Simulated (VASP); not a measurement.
A run of VASP 6.6.1 is set up as follows.

File INCAR:

```
SYSTEM = AlN
PREC = Accurate ; ENCUT = 600
EDIFF = 1E-6 ; ISMEAR = 0
SIGMA = 0.1 ; LREAL = .False.
LASPH = .True. ; NELM = 120
ALGO = Normal ; ISIF = 2
LWAVE = .False. ; LCHARG = .True.
GGA = PE ; IVDW = 12
LELF = .True. ; LVHAR = .True.
NBANDS = 16 ; GGA_COMPAT = .False.
```

The input KPOINTS:

```
regular mesh
0
Gamma
  6 6 4
  0 0 0
```

Contents of POSCAR:

```
AlN
1.0
    3.1285882000      0.0000000000      0.0000000000
   -1.5642941000      2.7094368900      0.0000000000
    0.0000000000      0.0000000000      5.0169549000
Al N
2 2
Direct
    0.6666666900      0.3333333400      0.4992870100
    0.3333333400      0.6666666900      0.9992870100
    0.6666666900      0.3333333400      0.8807129900
    0.3333333400      0.6666666900      0.3807129900
```

Potentials or basis: VASP PAW PBE potentials, release 64 (Al, N).

Launch:

```sh
$ cat potpaw_PBE.64/Al/POTCAR potpaw_PBE.64/N/POTCAR > POTCAR
$ mpirun -np 1 vasp_std > vasp.out
```

(1) Estimate the dispersion energy per atom.

(2) Predict the pressure.

(3) What does it give for the band gap on the k mesh?

Answers

(1) -0.264 eV.

(2) -4.2 GPa.

(3) 4.06 eV.

Caveat: the cell stands under tension.
